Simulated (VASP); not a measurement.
Set up this calculation in VASP 6.6.1, as the native input.

```
Task                   : single point
Functional             : PBE
Dispersion             : D3(BJ)
Potentials or basis    : VASP PAW PBE potentials, release 64 (Mg, H, P, N, O)
Cutoff                 : 520 eV
k mesh                 : 4 × 4 × 6
Occupations            : gaussian, width 0.02 eV
Spin                   : no spin polarisation
Dipole correction      : no
Further INCAR settings : LREAL = Auto; ALGO = Normal; EDIFF = 1e-06; NBANDS = 68
```

The structure of MgPH6NO5 lies in POSCAR:

```
MgPH6NO5
1.0
    5.6124167004      0.0000000000      0.0000000000
    0.0000000000      8.8182878507      0.0000000000
    0.0000000000      0.0000000000      4.7562687552
Mg H P N O
2 12 2 2 10
Direct
    0.0000000000      0.9780889099      0.0179337535
    0.5000000000      0.0219110901      0.5179337535
    0.0000000000      0.4586074410      0.3301347995
    0.5000000000      0.5413925590      0.8301347995
    0.0000000000      0.4531780702      0.9662356655
    0.5000000000      0.5468219298      0.4662356655
    0.1523025301      0.5904062134      0.1400145941
    0.3476974699      0.4095937866      0.6400145941
    0.8476974699      0.5904062134      0.1400145941
    0.6523025301      0.4095937866      0.6400145941
    0.1388505612      0.8085618949      0.5888644724
    0.3611494388      0.1914381051      0.0888644724
    0.8611494388      0.8085618949      0.5888644724
    0.6388505612      0.1914381051      0.0888644724
    0.0000000000      0.1920745252      0.5865684823
    0.5000000000      0.8079254748      0.0865684823
    0.0000000000      0.5241978437      0.1445471813
    0.5000000000      0.4758021563      0.6445471813
    0.0000000000      0.1638936410      0.2694692546
    0.5000000000      0.8361063590      0.7694692546
    0.0000000000      0.3657788194      0.6439414806
    0.5000000000      0.6342211806      0.1439414806
    0.2203674296      0.1156318398      0.7326183847
    0.2796325704      0.8843681602      0.2326183847
    0.7796325704      0.1156318398      0.7326183847
    0.7203674296      0.8843681602      0.2326183847
    0.0000000000      0.7967693542      0.7136744805
    0.5000000000      0.2032306458      0.2136744805
```

One way to write it, as run:

INCAR

```
  ALGO = Normal
  EDIFF = 1E-6
  ENCUT = 520
  GGA = PE
  ISIF = 2
  ISMEAR = 0
  IVDW = 12
  LASPH = True
  LCHARG = False
  LREAL = Auto
  LWAVE = False
  NBANDS = 68
  NELM = 60
  PREC = Accurate
  SIGMA = 0.02
```

KPOINTS

```
k-points
0
Gamma
  4 4 6
```

Potentials or basis: VASP PAW PBE potentials, release 64 (Mg, H, P, N, O).

The run is started by

```bash
$ cat potpaw_PBE.64/Mg/POTCAR potpaw_PBE.64/H/POTCAR potpaw_PBE.64/P/POTCAR potpaw_PBE.64/N/POTCAR potpaw_PBE.64/O/POTCAR > POTCAR
$ mpirun -np 1 vasp_std > vasp.out
```

It gave:

| Item | Value |
| --- | --- |
| Pressure | -0.5 GPa |
| Largest force | 0.100 eV/Å |
| Band gap on the k mesh | 5.08 eV (least direct gap 5.15 eV) |
| Dispersion energy per atom | -0.103 eV |

It took 29 min on 1 thread of Intel Xeon 8259CL (shared host), peak memory 0.55 GiB.
